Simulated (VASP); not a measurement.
A run of VASP 6.6.1 is set up as follows.

Contents of INCAR:

```
SYSTEM = W
  ALGO = Fast
  EDIFF = 1E-6
  EDIFFG = -0.05
  ENCUT = 600
  GGA = CA
  IBRION = 2
  ISIF = 3
  ISMEAR = 0
  LASPH = .True.
  LCHARG = .False.
  LREAL = .False.
  LWAVE = .False.
  NELM = 80
  NSW = 100
  PREC = Accurate
  SIGMA = 0.1
```

Contents of KPOINTS:

```
k-points
0
Gamma
  8 8 8
  0 0 0
```

File POSCAR:

```
W
1.0
   -1.6007500000      1.6007500000      1.6007500000
    1.6007500000     -1.6007500000      1.6007500000
    1.6007500000      1.6007500000     -1.6007500000
W
1
Direct
    0.0000000000      0.0000000000      0.0000000000
```

Potentials or basis: VASP PAW LDA potentials, release 64 (W_sv).

Launch:

```bash
$ cat potpaw_LDA.64/W_sv/POTCAR > POTCAR
$ mpirun -np 1 vasp_std > vasp.out
```

(1) Estimate the band gap on the k mesh.

(2) What does it give for the relaxed volume?

Answers

(1) zero (band 7 reaches 16.87 eV, above the bottom of band 8 at 10.30 eV).

(2) 15.56 Å³/atom.

Caveat: spin-orbit coupling is left out, which moves the levels of the heavy elements.
